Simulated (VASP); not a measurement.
# NaV3 (Pm-3m) in VASP: single point with PBE

Aim: the single point of NaV3 with PBE.

Everything below comes from runs of VASP 6.6.1. Logs are shortened: lines on timing, memory, paths and dates and some standing lists are left out, and cuts for length are marked.

**1. The cell of the first run**

The structure is cubic, space group Pm-3m (No. 221). The conventional cell has a = 4.855 Å, b = 4.855 Å, c = 4.855 Å, α = 90.00°, β = 90.00°, γ = 90.00°. Within 4.5 Å of Na (site symmetry m-3m) lie 12 V at 3.43 Å. Within 4.5 Å of V (site symmetry 4/mmm) lie 4 Na at 3.43 Å and 8 V at 3.43 Å.

**2. Single point, PBE**

Input file POSCAR:

```
NaV3
1.0
    4.8546310000      0.0000000000      0.0000000000
    0.0000000000      4.8546310000      0.0000000000
    0.0000000000      0.0000000000      4.8546310000
Na V
1 3
Direct
    0.0000000000      0.0000000000      0.0000000000
    0.5000000000      0.0000000000      0.5000000000
    0.0000000000      0.5000000000      0.5000000000
    0.5000000000      0.5000000000      0.0000000000
```

Input file INCAR.step1:

```
PREC     = Accurate       # precision mode
ENCUT    = 520            # plane-wave cutoff, eV
EDIFF    = 1E-6           # SCF threshold, eV
ISMEAR   = -1             # smearing method
SIGMA    = 0.1            # smearing width, eV
LREAL    = F              # projectors in reciprocal space
LASPH    = T              # aspherical terms in the spheres
NELM     = 60             # most SCF steps
ALGO     = Normal         # electronic algorithm
ISIF     = 2              # what is computed and relaxed
LWAVE    = F              # write WAVECAR
LCHARG   = T              # write CHGCAR
LMAXMIX  = 4              # l up to which the mixer works
GGA      = PE             # functional
NBANDS   = 31             # bands
```

Input file KPOINTS.step1:

```
Automatic mesh
0
Gamma
  7 7 7
```

Input file INCAR.step2:

```
PREC     = Accurate       # precision mode
ENCUT    = 520            # plane-wave cutoff, eV
EDIFF    = 1E-6           # SCF threshold, eV
ISMEAR   = -5             # smearing method
SIGMA    = 0.1            # smearing width, eV
LREAL    = F              # projectors in reciprocal space
LASPH    = T              # aspherical terms in the spheres
NELM     = 60             # most SCF steps
ALGO     = Normal         # electronic algorithm
ISIF     = 2              # what is computed and relaxed
LWAVE    = F              # write WAVECAR
LCHARG   = F              # write CHGCAR
LMAXMIX  = 4              # l up to which the mixer works
GGA      = PE             # functional
LORBIT   = 11             # projections on sites
NEDOS    = 1001           # points of the DOS
ICHARG   = 11             # starting density
```

Input file KPOINTS.step2:

```
Automatic mesh
0
Gamma
  11 11 11
```

Potentials or basis: VASP PAW PBE potentials, release 64 (Na_pv, V_sv).

Started as:

```bash
$ cat potpaw_PBE.64/Na_pv/POTCAR potpaw_PBE.64/V_sv/POTCAR > POTCAR
$ cp INCAR.step1 INCAR
$ cp KPOINTS.step1 KPOINTS
$ mpirun -np 1 vasp_std > vasp.out
$ cp INCAR.step2 INCAR
$ cp KPOINTS.step2 KPOINTS
$ mpirun -np 1 vasp_std > vasp.out
```

OUTCAR:

```text
PREC = Accurate
   ENCUT = 520
   EDIFF = 1E-6
   ISMEAR = -5
   LREAL = F
   LASPH = T
   NELM = 60
   ISIF = 2
   GGA = PE
   LORBIT = 11
   ICHARG = 11

 ion  position               nearest neighbor table
   1  0.000  0.000  0.000-
   2  0.500  0.000  0.500-
   3  0.000  0.500  0.500-
   4  0.500  0.500  0.000-

  LATTYP: Found a simple cubic cell.
 ALAT       =     4.8546310000

  Lattice vectors:

 A1 = (   4.8546310000,   0.0000000000,   0.0000000000)
 A2 = (   0.0000000000,   4.8546310000,   0.0000000000)
 A3 = (   0.0000000000,   0.0000000000,   4.8546310000)

Analysis of symmetry for initial positions (statically):
=====================================================================
 Subroutine PRICEL returns:
 Original cell was already a primitive cell.

 Routine SETGRP: Setting up the symmetry group for a
 simple cubic supercell.

 Subroutine GETGRP returns: Found 48 space group operations
 (whereof 48 operations were pure point group operations)
 out of a pool of 48 trial point group operations.

The static configuration has the point symmetry O_h .

Analysis of symmetry for dynamics (positions and initial velocities):
=====================================================================
 Subroutine PRICEL returns:
 Original cell was already a primitive cell.

 Routine SETGRP: Setting up the symmetry group for a
 simple cubic supercell.

 Subroutine GETGRP returns: Found 48 space group operations
 (whereof 48 operations were pure point group operations)
 out of a pool of 48 trial point group operations.

The dynamic configuration has the point symmetry O_h .

 Subroutine INISYM returns: Found 48 space group operations
 (whereof 48 operations are pure point group operations),
 and found     1 'primitive' translations

----------------------------------------------------------------------------------------

                                     Primitive cell

  volume of cell :     114.4112

  direct lattice vectors                    reciprocal lattice vectors
     4.854631000  0.000000000  0.000000000     0.205988879  0.000000000  0.000000000
     0.000000000  4.854631000  0.000000000     0.000000000  0.205988879  0.000000000
     0.000000000  0.000000000  4.854631000     0.000000000  0.000000000  0.205988879

  length of vectors
[... 93 lines left out ...]
   NFREE  =      0    steps in history (QN), initial steepest desc. (CG)
   ISIF   =      2    stress and relaxation
   ISYM   =      2    0-nonsym 1-usesym 2-fastsym
   POTIM  = 0.5000    time-step for ionic-motion
   TEBEG  =    0.0;   TEEND  =   0.0 temperature during run
   PSTRESS=    0.0 pullay stress
   NELECT =      46.0000    total number of electrons
   NUPDOWN=      -1.0000    fix difference up-down
   EMIN   =  10.00;   EMAX   =-10.00  energy-range for DOS
   EFERMI =   0.00;   METHOD = LEGACY
   ISMEAR =    -5;   SIGMA  =   0.10  broadening in eV -4-tet -1-fermi 0-gaus
   EFERMI_NEDOS =   21; number of points for ismear=-14 and -15
   IALGO  =     38    algorithm
   IMIX   =      4    mixing-type and parameters
     AMIX     =   0.40;   BMIX     =  1.00
     AMIX_MAG =   1.60;   BMIX_MAG =  1.00
  volume/ion in A,a.u.               =      28.60       193.02
  Fermi-wavevector in a.u.,A,eV,Ry     =   1.208290  2.283337 19.864029  1.459965
  Thomas-Fermi vector in A             =   2.343902
   LORBIT       =     11    0 simple, 1 ext, 2 COOP (PROOUT), +10 PAW based schemes
   GGA     = PE    functional components
   LHFCALC =     F    Hartree Fock is set to
   AEXX    =    0.0000 exact exchange contribution
   IVDW    =     0    specifies the selected vdW correction
   LEPSILON=     F    determine dielectric tensor
   LRPA    =     F    only Hartree local field effects (RPA)
 non-spin polarized calculation
 Fermi weights with tetrahedron method with Bloechl corrections
  energy-cutoff  :      520.00
  volume of cell :      114.41
 maximum number of plane-waves:      3103

 number of electron      45.9999926 magnetization

 Free energy of the ion-electron system (eV)
  ---------------------------------------------------
  ext. energy  EPLUGINS =         0.00000000
  ---------------------------------------------------
  free energy    TOTEN  =       -19.08969490 eV

  energy without entropy =      -19.08969490  energy(sigma->0) =      -19.08969490

 E-fermi :   2.3606     XC(G=0):  -8.7928

 val. band max:        2.3657288591   @ k =   0.4545   0.0000   0.0000
 cond. band min:       2.3494775756   @ k =   0.2727   0.2727   0.2727
 fundamental gap:     -0.0162512835
 Fermi energy:         2.3606001934

 k-point     1 :       0.0000    0.0000    0.0000
  band No.  band energies     occupation
      1     -62.2046      2.00000
      2     -62.1983      2.00000
      3     -62.1983      2.00000
      4     -36.0403      2.00000
      5     -36.0403      2.00000
      6     -36.0403      2.00000
[... 709 lines left out ...]
     26       2.8658      0.00000
     27       3.0096      0.00000

 [... further k-points ...]

------------------------ aborting loop because EDIFF is reached ----------------------------------------

  FORCE on cell =-STRESS in cart. coord.  units (eV):
  Direction    XX          YY          ZZ          XY          YZ          ZX
  --------------------------------------------------------------------------------------
  -------------------------------------------------------------------------------------
  Total      -14.1094171    -14.1094171    -14.1094171      0.0000000     -0.0000000      0.0000000
  in kB     -197.5836388   -197.5836388   -197.5836388      0.0000000     -0.0000000      0.0000000
  external PRESSURE =    -197.5836388 kB  Pullay stress =       0.0000000 kB

 VOLUME and BASIS-vectors are now :
 -----------------------------------------------------------------------------
  energy-cutoff  :      520.00
  volume of cell :      114.41
      direct lattice vectors                 reciprocal lattice vectors
     4.854631000  0.000000000  0.000000000     0.205988879  0.000000000  0.000000000
     0.000000000  4.854631000  0.000000000     0.000000000  0.205988879  0.000000000
     0.000000000  0.000000000  4.854631000     0.000000000  0.000000000  0.205988879

 POSITION                                       TOTAL-FORCE (eV/Angst)
 -----------------------------------------------------------------------------------
      0.00000      0.00000      0.00000         0.000000      0.000000      0.000000
      2.42732      0.00000      2.42732         0.000000      0.000000      0.000000
      0.00000      2.42732      2.42732         0.000000      0.000000      0.000000
      2.42732      2.42732      0.00000         0.000000      0.000000      0.000000
 -----------------------------------------------------------------------------------
    total drift:                                0.000000      0.000000      0.000000

  FREE ENERGIE OF THE ION-ELECTRON SYSTEM (eV)
  ---------------------------------------------------
  free  energy   TOTEN  =       -19.0896948955 eV

  energy  without entropy=      -19.0896948955  energy(sigma->0) =      -19.08969490

 total charge

# of ion       s       p       d       tot
------------------------------------------
    1        0.089   5.983   0.000   6.072
    2        2.224   6.032   2.825  11.082
    3        2.224   6.032   2.825  11.082
    4        2.224   6.032   2.825  11.082
--------------------------------------------------
tot          6.762  24.079   8.476  39.317
```

OUTCAR.step1:

```text
PREC = Accurate
   ENCUT = 520
   EDIFF = 1E-6
   ISMEAR = -1
   LREAL = F
   LASPH = T
[... 899 lines left out ...]
      0.00000      0.00000      0.00000         0.000000      0.000000      0.000000
      2.42732      0.00000      2.42732         0.000000      0.000000      0.000000
      0.00000      2.42732      2.42732         0.000000      0.000000      0.000000
      2.42732      2.42732      0.00000         0.000000      0.000000      0.000000
 -----------------------------------------------------------------------------------
    total drift:                                0.000000      0.000000      0.000000

  FREE ENERGIE OF THE ION-ELECTRON SYSTEM (eV)
  ---------------------------------------------------
  free  energy   TOTEN  =       -19.3451350151 eV

  energy  without entropy=      -18.8799028225  energy(sigma->0) =      -19.11251892
```

Wall time 2.7 min (1 thread of AMD EPYC 7R43 (Zen 3), shared host); peak memory 0.25 GiB.

What came out:

* Valence electrons inside the program's atomic spheres: Na 6.07; V 11.08

Caveat: tetrahedron occupations give inexact forces and stress in metals.
